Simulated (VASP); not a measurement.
Here is a VASP 6.6.1 calculation.

Contents of POSCAR:

```
HfN
1.0
    3.1339080000      0.0000000000      0.0000000000
   -1.5669540000      2.7140440000      0.0000000000
    0.0000000000      0.0000000000      5.4167680000
Hf N
2 2
Direct
    0.6666666667      0.3333333333      0.7500000000
    0.3333333333      0.6666666667      0.2500000000
    0.0000000000      0.0000000000      0.0000000000
    0.0000000000      0.0000000000      0.5000000000
```

INCAR.step1

```
SYSTEM = HfN
ALGO     = Normal         ! electronic algorithm
EDIFF    = 1E-4           ! SCF threshold, eV
ENCUT    = 520            ! plane-wave cutoff, eV
GGA      = PE             ! functional
ISMEAR   = 1              ! smearing method
LASPH    = .TRUE.         ! aspherical terms in the spheres
LCHARG   = .FALSE.        ! write CHGCAR
LREAL    = .FALSE.        ! projectors in reciprocal space
LWAVE    = .TRUE.         ! write WAVECAR
NBANDS   = 23             ! bands
NELM     = 100            ! most SCF steps
PREC     = Accurate       ! precision mode
SIGMA    = 0.05           ! smearing width, eV
```

The input INCAR.step2:

```
SYSTEM = HfN
ALGO     = Normal         ! electronic algorithm
EDIFF    = 1E-6           ! SCF threshold, eV
ENCUT    = 520            ! plane-wave cutoff, eV
ISIF     = 2              ! what is computed and relaxed
ISMEAR   = 1              ! smearing method
ISTART   = 1            
LASPH    = .TRUE.         ! aspherical terms in the spheres
LCHARG   = .TRUE.         ! write CHGCAR
LELF     = .TRUE.         ! ELF
LMIXTAU  = .TRUE.       
LREAL    = .FALSE.        ! projectors in reciprocal space
LVHAR    = .TRUE.       
LWAVE    = .FALSE.        ! write WAVECAR
METAGGA  = R2SCAN         ! meta-GGA
NBANDS   = 23             ! bands
NELM     = 100            ! most SCF steps
PREC     = Accurate       ! precision mode
SIGMA    = 0.05           ! smearing width, eV
```

The input KPOINTS:

```
k-points
0
G
  8 8 4
  0 0 0
```

Potentials or basis: VASP PAW PBE potentials, release 64 (Hf_pv, N).

The run is started by

```bash
$ cat potpaw_PBE.64/Hf_pv/POTCAR potpaw_PBE.64/N/POTCAR > POTCAR
$ cp INCAR.step1 INCAR
$ mpirun -np 1 vasp_std > vasp.out
$ cp INCAR.step2 INCAR
$ mpirun -np 1 vasp_std > vasp.out
```

Q: Predict the band gap on the k mesh.

A: Zero (band 15 reaches 9.94 eV, above the bottom of band 16 at 7.49 eV).

Q: What does it give for the pressure?

A: 0.1 GPa.

Stress tensor (GPa, compression positive):
```
 0.32  0.00  0.00
 0.00  0.32  0.00
 0.00  0.00 -0.26
```

Caveat: the PAW data sets were made with another functional, which shifts forces and pressure a little; spin-orbit coupling is left out, which moves the levels of the heavy elements.
